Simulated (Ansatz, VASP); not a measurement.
## BaTiO3 in VASP and in Ansatz

```xyz
5
Lattice="4.0192 0.0000 0.0000 0.0000 4.0192 0.0000 0.0000 0.0000 4.0193" Properties=species:S:1:pos:R:3 pbc="T T T"
Ba    0.0000    0.0000    0.0000
Ti    2.0096    2.0096    2.0096
O     1.8682    1.8682   -0.2000
O     2.0096    0.0000    2.0096
O     0.0000    2.0096    2.0096
```

Alike in both runs: task single point; functional PBE; k mesh 8 × 8 × 8; occupations gaussian, width 0.05 eV; no spin polarisation.

```csv
,VASP,Ansatz
version,VASP 6.6.1,Ansatz 0.2.0
potentials or method,"VASP PAW PBE potentials, release 64 (Ba_sv, Ti_sv, O), cutoff 520 eV","scalar-relativistic, plane waves, PAW"
valence electrons in the cell,40,40
```

|  | VASP | Ansatz | Ansatz less VASP |
| --- | --- | --- | --- |
| gap on the k mesh at the Fermi level (eV) | 1.79 | 1.86 | +0.066 |
| least direct gap on the mesh (eV) | 2.09 | 2.12 | +0.028 |
| pressure (GPa) | 4.7 | 2.9 | -1.77 |
| traceless stress, the component that is largest in VASP (GPa) | 2.39 | 2.32 | -0.065 |
| rms of the force components (eV/Å) | 0.638 | 0.624 | -0.0148 |

Atom by atom the forces differ by 0.036 eV/Å (rms over components).

Spin-orbit coupling is off throughout.
